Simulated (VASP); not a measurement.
# Zr3S2 (P1) in VASP: further runs

Zr3S2 is run at these levels: PBE; tasks: single point.

All numbers are computed with VASP 6.6.1; they aren't measurements. Logs are shortened: lines on timing, memory, paths and dates and some standing lists are left out, and cuts for length are marked.

## Step 1: The cell of the first run

The typed cell holds 5 atoms: a = 4.837 Å, b = 4.837 Å, c = 4.837 Å, α = 73.75°, β = 73.75°, γ = 73.75°.

## Step 2: Single point, PBE

Contents of INCAR:

```
SYSTEM = Zr3S2
ALGO = Normal
EDIFF = 1E-7
ENCUT = 520
GGA = PE
ISIF = 2
ISMEAR = -1
LASPH = .TRUE.
LCHARG = .FALSE.
LREAL = .FALSE.
LWAVE = .FALSE.
NBANDS = 32
NELM = 100
PREC = Accurate
SIGMA = 0.1
```

Contents of KPOINTS:

```
k-points
0
G
  5 5 5
  0 0 0
```

Contents of POSCAR:

```
Zr3S2
1.0
    2.9025380000      1.6757810000      3.4877730000
   -2.9025380000      1.6757810000      3.4877730000
    0.0000000000     -3.3515620000      3.4877730000
Zr S
3 2
Direct
    0.1413817771      0.8188357771      0.5397824457
    0.5000000000      0.1612730000      0.8387270000
    0.8387270000      0.5000000000      0.1612730000
    0.3349770000      0.3349770000      0.3349770000
    0.6650230000      0.6650230000      0.6650230000
```

Potentials or basis: VASP PAW PBE potentials, release 64 (Zr_sv, S).

Command:

```sh
> cat potpaw_PBE.64/Zr_sv/POTCAR potpaw_PBE.64/S/POTCAR > POTCAR
> mpirun -np 1 vasp_std > vasp.out
```

OUTCAR:

```text
SYSTEM = Zr3S2
   EDIFF = 1E-7
   ENCUT = 520
   GGA = PE
   ISIF = 2
   ISMEAR = -1
   LASPH = .TRUE.
   LREAL = .FALSE.
   NELM = 100
   PREC = Accurate

 ion  position               nearest neighbor table
   1  0.141  0.819  0.540-   5 2.48   4 2.62   5 2.62   4 2.74   3 3.12   2 3.23   2 3.31   3 3.43
                             2 3.49   3 3.50   3 3.51   2 3.52
   2  0.500  0.161  0.839-   4 2.61   5 2.61   5 2.62   4 2.62   1 3.23   1 3.31   3 3.32   3 3.32
                             3 3.41   3 3.49   1 3.49   1 3.52
   3  0.839  0.500  0.161-   5 2.61   4 2.61   4 2.62   5 2.62   1 3.12   2 3.32   2 3.32   2 3.41
                             1 3.43   2 3.49   1 3.50   1 3.51
   4  0.335  0.335  0.335-   2 2.61   3 2.61   3 2.62   2 2.62   1 2.62   1 2.74
   5  0.665  0.665  0.665-   1 2.48   3 2.61   2 2.61   2 2.62   3 2.62   1 2.62

  LATTYP: Found a trigonal (rhomboedric) cell.
 ALAT       =     4.8370992652
 COS(alpha) =     0.2798618407

  Lattice vectors:

 A1 = (   2.9025380000,   1.6757810000,   3.4877730000)
 A2 = (  -2.9025380000,   1.6757810000,   3.4877730000)
 A3 = (   0.0000000000,  -3.3515620000,   3.4877730000)

Analysis of symmetry for initial positions (statically):
=====================================================================
 Subroutine PRICEL returns:
 Original cell was already a primitive cell.

 Routine SETGRP: Setting up the symmetry group for a
 trigonal (rhombohedral) supercell.

 Subroutine GETGRP returns: Found  1 space group operations
 (whereof  1 operations were pure point group operations)
 out of a pool of 12 trial point group operations.

The static configuration has the point symmetry C_1 .

Analysis of symmetry for dynamics (positions and initial velocities):
=====================================================================
 Subroutine PRICEL returns:
 Original cell was already a primitive cell.

 Routine SETGRP: Setting up the symmetry group for a
 trigonal (rhombohedral) supercell.

 Subroutine GETGRP returns: Found  1 space group operations
 (whereof  1 operations were pure point group operations)
 out of a pool of 12 trial point group operations.

The dynamic configuration has the point symmetry C_1 .

 Subroutine INISYM returns: Found  1 space group operations
 (whereof  1 operations are pure point group operations),
 and found     1 'primitive' translations

----------------------------------------------------------------------------------------

                                     Primitive cell

  volume of cell :     101.7875

  direct lattice vectors                    reciprocal lattice vectors
     2.902538000  1.675781000  3.487773000     0.172263033  0.099456114  0.095571969
    -2.902538000  1.675781000  3.487773000    -0.172263033  0.099456114  0.095571969
     0.000000000 -3.351562000  3.487773000     0.000000000 -0.198912229  0.095571969

  length of vectors
     4.837099265  4.837099265  4.837099166     0.220680929  0.220680929  0.220680937

  position of ions in fractional coordinates (direct lattice)
     0.141381777  0.818835777  0.539782446
     0.500000000  0.161273000  0.838727000
     0.838727000  0.500000000  0.161273000
     0.334977000  0.334977000  0.334977000
     0.665023000  0.665023000  0.665023000

  ion indices of the primitive-cell ions
   primitive index   ion index
                 1           1
                 2           2
                 3           3
                 4           4
                 5           5

----------------------------------------------------------------------------------------

 KPOINTS: k-points

Automatic generation of k-mesh.
 Grid dimensions read from file:
 generate k-points for:    5    5    5

 Generating k-lattice:

  Cartesian coordinates                     Fractional coordinates (reciprocal lattice)
     0.034452607  0.019891223  0.019114394     0.200000000  0.000000000  0.000000000
    -0.034452607  0.019891223  0.019114394     0.000000000  0.200000000  0.000000000
     0.000000000 -0.039782446  0.019114394     0.000000000  0.000000000  0.200000000

  Length of vectors
     0.044136186  0.044136186  0.044136187

  Shift w.r.t. Gamma in fractional coordinates (k-lattice)
     0.000000000  0.000000000  0.000000000

 Subroutine IBZKPT returns following result:
 ===========================================

 Found     63 irreducible k-points:

 Following reciprocal coordinates:
            Coordinates               Weight
  0.000000  0.000000  0.000000      1.000000
  0.200000  0.000000  0.000000      2.000000
  0.000000  0.200000  0.000000      2.000000
  0.000000  0.000000  0.200000      2.000000
  0.400000  0.000000 -0.000000      2.000000
  0.000000  0.400000 -0.000000      2.000000
[... 16 lines left out ...]
 -0.200000  0.200000  0.000000      2.000000
  0.200000  0.000000 -0.200000      2.000000
 [... further k-points ...]
   k-points           NKPTS =     63   k-points in BZ     NKDIM =     63   number of bands    NBANDS=     32
   number of dos      NEDOS =    301   number of ions     NIONS =      5
   total plane-waves  NPLWV =  46656
   dimension x,y,z NGX =    36 NGY =   36 NGZ =   36
   dimension x,y,z NGXF=    72 NGYF=   72 NGZF=   72
   ions per type =               3   2
   NGX,Y,Z   is equivalent  to a cutoff of  12.37, 12.37, 12.37 a.u.
   NGXF,Y,Z  is equivalent  to a cutoff of  24.75, 24.75, 24.75 a.u.
 SYSTEM =  Zr3S2
   PREC   = accura    normal or accurate (medium, high low for compatibility)
   ISTART =      0    job   : 0-new  1-cont  2-samecut
   ICHARG =      2    charge: 1-file 2-atom 10-const
   ISPIN  =      1    spin polarized calculation?
   LNONCOLLINEAR =      F non collinear calculations
   LSORBIT =      F    spin-orbit coupling
   LASPH  =      T    aspherical Exc in radial PAW
   ENCUT  =  520.0 eV  38.22 Ry    6.18 a.u.   8.99  8.99  8.99*2*pi/ulx,y,z
   NELM   =    100;   NELMIN=  2; NELMDL= -5     # of ELM steps
   EDIFF  = 0.1E-06   stopping-criterion for ELM
   LREAL  =      F    real-space projection
   EDIFFG = 0.1E-05   stopping-criterion for IOM
   NSW    =      0    number of steps for IOM
   IBRION =     -1    ionic relax: 0-MD 1-quasi-New 2-CG
   NFREE  =      0    steps in history (QN), initial steepest desc. (CG)
   ISIF   =      2    stress and relaxation
   ISYM   =      2    0-nonsym 1-usesym 2-fastsym
   POTIM  = 0.5000    time-step for ionic-motion
   TEBEG  =    0.0;   TEEND  =   0.0 temperature during run
   PSTRESS=    0.0 pullay stress
   NELECT =      48.0000    total number of electrons
   NUPDOWN=      -1.0000    fix difference up-down
   EMIN   =  10.00;   EMAX   =-10.00  energy-range for DOS
   EFERMI =   0.00;   METHOD = LEGACY
   ISMEAR =    -1;   SIGMA  =   0.10  broadening in eV -4-tet -1-fermi 0-gaus
   EFERMI_NEDOS =   21; number of points for ismear=-14 and -15
   IALGO  =     38    algorithm
   IMIX   =      4    mixing-type and parameters
     AMIX     =   0.40;   BMIX     =  1.00
     AMIX_MAG =   1.60;   BMIX_MAG =  1.00
  volume/ion in A,a.u.               =      20.36       137.38
  Fermi-wavevector in a.u.,A,eV,Ry     =   1.274257  2.407997 22.092200  1.623731
  Thomas-Fermi vector in A             =   2.407035
   LORBIT       =      0    0 simple, 1 ext, 2 COOP (PROOUT), +10 PAW based schemes
   GGA     = PE    functional components
   LHFCALC =     F    Hartree Fock is set to
   AEXX    =    0.0000 exact exchange contribution
   IVDW    =     0    specifies the selected vdW correction
   LEPSILON=     F    determine dielectric tensor
   LRPA    =     F    only Hartree local field effects (RPA)
 non-spin polarized calculation
  energy-cutoff  :      520.00
  volume of cell :      101.79
 maximum number of plane-waves:      2760
   NGX = 17   NGY = 17   NGZ = 17

 number of electron      47.9999998 magnetization

 Free energy of the ion-electron system (eV)
  ---------------------------------------------------
  ext. energy  EPLUGINS =         0.00000000
  ---------------------------------------------------
  free energy    TOTEN  =       -39.09919195 eV

  energy without entropy =      -38.99520697  energy(sigma->0) =      -39.04719946

 E-fermi :   8.8785     XC(G=0): -10.9042

 val. band max:        8.8751373220   @ k =   0.4000   0.4000   0.4000
 cond. band min:       8.8865604838   @ k =   0.0000   0.0000   0.0000
 fundamental gap:      0.0114231618
 Fermi energy:         8.8784846274

 k-point     1 :       0.0000    0.0000    0.0000
  band No.  band energies     occupation
      1     -40.2358      2.00000
      2     -40.1569      2.00000
      3     -40.1464      2.00000
      4     -18.4675      2.00000
      5     -18.4080      2.00000
      6     -18.3937      2.00000
[... 24 lines left out ...]
     31      12.1029      0.00000
     32      12.3086      0.00000

 k-point     2 :       0.2000    0.0000    0.0000
  band No.  band energies     occupation
      1     -40.2276      2.00000
      2     -40.1633      2.00000
      3     -40.1480      2.00000
      4     -18.5075      2.00000
      5     -18.4437      2.00000
      6     -18.4116      2.00000
[... 24 lines left out ...]
     31      12.0797      0.00000
     32      12.4224      0.00000

 k-point     3 :       0.0000    0.2000    0.0000
  band No.  band energies     occupation
      1     -40.2276      2.00000
      2     -40.1636      2.00000
      3     -40.1477      2.00000
      4     -18.5040      2.00000
      5     -18.4437      2.00000
      6     -18.4017      2.00000
[... 24 lines left out ...]
     31      12.2559      0.00000
     32      12.5269      0.00000

 k-point     4 :       0.0000    0.0000    0.2000
  band No.  band energies     occupation
      1     -40.2283      2.00000
      2     -40.1594      2.00000
      3     -40.1513      2.00000
      4     -18.4994      2.00000
      5     -18.4531      2.00000
      6     -18.4152      2.00000
[... 24 lines left out ...]
     31      12.1760      0.00000
     32      12.4539      0.00000

 k-point     5 :       0.4000    0.0000   -0.0000
  band No.  band energies     occupation
      1     -40.2073      2.00000
      2     -40.1809      2.00000
      3     -40.1505      2.00000
      4     -18.5193      2.00000
      5     -18.4814      2.00000
      6     -18.4083      2.00000
[... 584 lines left out ...]
     31      11.7910      0.00000
     32      12.3410      0.00000

 k-point    22 :      -0.0000   -0.2000    0.4000
  band No.  band energies     occupation
      1     -40.2034      2.00000
      2     -40.1706      2.00000
      3     -40.1646      2.00000
      4     -18.5075      2.00000
      5     -18.4669      2.00000
      6     -18.4206      2.00000
[... 24 lines left out ...]
     31      11.7987      0.00000
     32      12.2581      0.00000

 k-point    23 :      -0.2000    0.2000    0.0000
  band No.  band energies     occupation
      1     -40.2153      2.00000
      2     -40.1711      2.00000
      3     -40.1525      2.00000
      4     -18.5130      2.00000
      5     -18.4493      2.00000
      6     -18.4104      2.00000
[... 24 lines left out ...]
     31      12.1221      0.00000
     32      12.4275      0.00000

 k-point    24 :       0.2000    0.0000   -0.2000
  band No.  band energies     occupation
      1     -40.2167      2.00000
      2     -40.1656      2.00000
      3     -40.1565      2.00000
      4     -18.5048      2.00000
      5     -18.4636      2.00000
      6     -18.4106      2.00000
[... 24 lines left out ...]
     31      12.0710      0.00000
     32      12.5708      0.00000

 [... further k-points ...]

------------------------ aborting loop because EDIFF is reached ----------------------------------------

  FORCE on cell =-STRESS in cart. coord.  units (eV):
  Direction    XX          YY          ZZ          XY          YZ          ZX
  --------------------------------------------------------------------------------------
  -------------------------------------------------------------------------------------
  Total       -0.1373377      0.0766496     -0.1220819      0.4899771      0.2468101      0.9972607
  in kB       -2.1617518      1.2064958     -1.9216184      7.7124389      3.8848921     15.6972883
  external PRESSURE =      -0.9589581 kB  Pullay stress =       0.0000000 kB

 VOLUME and BASIS-vectors are now :
 -----------------------------------------------------------------------------
  energy-cutoff  :      520.00
  volume of cell :      101.79
      direct lattice vectors                 reciprocal lattice vectors
     2.902538000  1.675781000  3.487773000     0.172263033  0.099456114  0.095571969
    -2.902538000  1.675781000  3.487773000    -0.172263033  0.099456114  0.095571969
     0.000000000 -3.351562000  3.487773000     0.000000000 -0.198912229  0.095571969

 POSITION                                       TOTAL-FORCE (eV/Angst)
 -----------------------------------------------------------------------------------
     -1.96634     -0.20000      5.23166         0.207305      1.716743      0.789231
      0.98317     -1.70290      5.23166        -0.201359     -0.283867     -0.018801
      0.98317      1.70290      5.23166         0.161765     -0.496331     -0.014869
      0.00000      0.00000      3.50497         0.126807     -0.416811     -0.248744
      0.00000      0.00000      6.95835        -0.294517     -0.519735     -0.506818
 -----------------------------------------------------------------------------------
    total drift:                                0.000037      0.000019     -0.000001

  FREE ENERGIE OF THE ION-ELECTRON SYSTEM (eV)
  ---------------------------------------------------
  free  energy   TOTEN  =       -39.0991919495 eV

  energy  without entropy=      -38.9952069676  energy(sigma->0) =      -39.04719946
```

Wall time 3.9 min (1 thread of Intel Xeon 8259CL, shared host); peak memory 0.31 GiB.

What came out:

```yaml
Free_energy: -39.0992 eV
Pressure: -0.1 GPa
Largest_force: 1.901 eV/Å
Band_gap_on_the_k_mesh: zero (bands 24 and 25 overlap by 0.26 eV)
```

Forces on the atoms (eV/Å):
```
Zr   0.207  1.717  0.789
Zr  -0.201 -0.284 -0.019
Zr   0.162 -0.496 -0.015
S    0.127 -0.417 -0.249
S   -0.295 -0.520 -0.507
```

Stress tensor (GPa, compression positive):
```
-0.22  0.77  1.57
 0.77  0.12  0.39
 1.57  0.39 -0.19
```

Levels at points of the mesh, in eV from the Fermi level:
| k point | band 22 | band 23 | band 24 | band 25 | band 26 | band 27 |
| --- | --- | --- | --- | --- | --- | --- |
| (0.00, 0.00, 0.00) | -1.82 | 0.01 | 0.14 | 0.59 | 0.77 | 1.89 |

Caveat: forces of over 1 eV/Å act on the atoms, so gaps and moduli don't describe the material at rest.

## Step 3: Single point, PBE

Contents of INCAR:

```
SYSTEM = Zr3S2
PREC = Accurate
ENCUT = 520
EDIFF = 1E-6
ISMEAR = -1
SIGMA = 0.1
LREAL = .FALSE.
LASPH = .TRUE.
NELM = 60
ALGO = Normal
ISIF = 2
LWAVE = .FALSE.
LCHARG = .FALSE.
GGA = PE
NBANDS = 32
```

Contents of KPOINTS:

```
Automatic mesh
0
G
  5 5 5
  0 0 0
```

Edit POSCAR of step 2 so:

```diff
@@ -8,3 +8,3 @@
 Direct
-    0.1413817771      0.8188357771      0.5397824457
+    0.1811642229      0.8586182229      0.4602175543
     0.5000000000      0.1612730000      0.8387270000
```

Potentials or basis: VASP PAW PBE potentials, release 64 (Zr_sv, S).

Command:

```sh
> cat potpaw_PBE.64/Zr_sv/POTCAR potpaw_PBE.64/S/POTCAR > POTCAR
> mpirun -np 1 vasp_std > vasp.out
```

It took 3.2 min on 1 thread of Intel Xeon 8259CL, shared host; peak memory 0.3 GiB.

The run converged. Its results:

```yaml
Free_energy: -39.0992 eV
Pressure: -0.1 GPa
Largest_force: 1.901 eV/Å
Band_gap_on_the_k_mesh: zero (bands 24 and 25 overlap by 0.26 eV)
```

Forces on the atoms (eV/Å):
```
Zr   0.208 -1.717 -0.789
Zr   0.162  0.497  0.015
Zr  -0.201  0.284  0.019
S   -0.295  0.520  0.507
S    0.127  0.417  0.249
```

Stress tensor (GPa, compression positive):
```
-0.22 -0.77 -1.57
-0.77  0.12  0.39
-1.57  0.39 -0.19
```

Levels at points of the mesh, in eV from the Fermi level:
```tsv
k point	band 21	band 22	band 23	band 24	band 25	band 26	band 27	band 28
(0.00, 0.00, 0.00)	-2.59	-1.82	0.01	0.14	0.59	0.77	1.89	2.64
```

Caveat: forces of over 1 eV/Å act on the atoms, so gaps and moduli don't describe the material at rest.
